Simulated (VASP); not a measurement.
Wanted: the native input for a VASP 6.6.1 run.

* Task: single point
* Functional: PBE
* Potentials or basis: VASP PAW PBE potentials, release 64 (Ga_d, O)
* Cutoff: 520 eV
* k mesh: 9 × 9 × 5
* Occupations: fermi-dirac, width 0.05 eV
* Spin: no spin polarisation
* Dipole correction: no
* Further INCAR settings: ALGO = Normal; EDIFF = 1e-06; NBANDS = 55

The structure of Ga2O3 lies in POSCAR:

```
Ga2O3
1.0
    6.2275203016     -1.5414744580      0.0118273336
    6.2275203016      1.5414744580      0.0118273336
   -1.4024375300      0.0000000000      5.7066102677
Ga O
4 6
Direct
    0.3414997704      0.3414997704      0.6859208591
    0.6585002296      0.6585002296      0.3140791409
    0.9101202253      0.9101202253      0.2053244200
    0.0898797747      0.0898797747      0.7946755800
    0.5039683808      0.5039683808      0.7432910232
    0.4960316192      0.4960316192      0.2567089768
    0.8262910336      0.8262910336      0.4356132811
    0.1737089664      0.1737089664      0.5643867189
    0.8365135621      0.8365135621      0.8908929324
    0.1634864379      0.1634864379      0.1091070676
```

One way to write it, as run:

INCAR

```
SYSTEM = Ga2O3
ALGO = Normal ; EDIFF = 1E-6
ENCUT = 520 ; GGA = PE
ISIF = 2 ; ISMEAR = -1
LASPH = .TRUE. ; LCHARG = .FALSE.
LREAL = .FALSE. ; LWAVE = .FALSE.
NBANDS = 55 ; NELM = 60
PREC = Accurate ; SIGMA = 0.05
```

KPOINTS

```
k-points
0
G
  9 9 5
  0 0 0
```

Potentials or basis: VASP PAW PBE potentials, release 64 (Ga_d, O).

Command:

```console
$ cat potpaw_PBE.64/Ga_d/POTCAR potpaw_PBE.64/O/POTCAR > POTCAR
$ mpirun -np 1 vasp_std > vasp.out
```

It gave:

- Pressure: 0.6 GPa
- Largest force: 0.024 eV/Å
- Band gap on the k mesh: 2.00 eV (least direct gap 2.02 eV)

Caveat: an odd mesh through Γ misses points on the zone boundary, where band edges can lie.

Wall time 30 min on 1 thread of Oxide Virtual Turin-like Processor (shared host), peak memory 0.62 GiB.
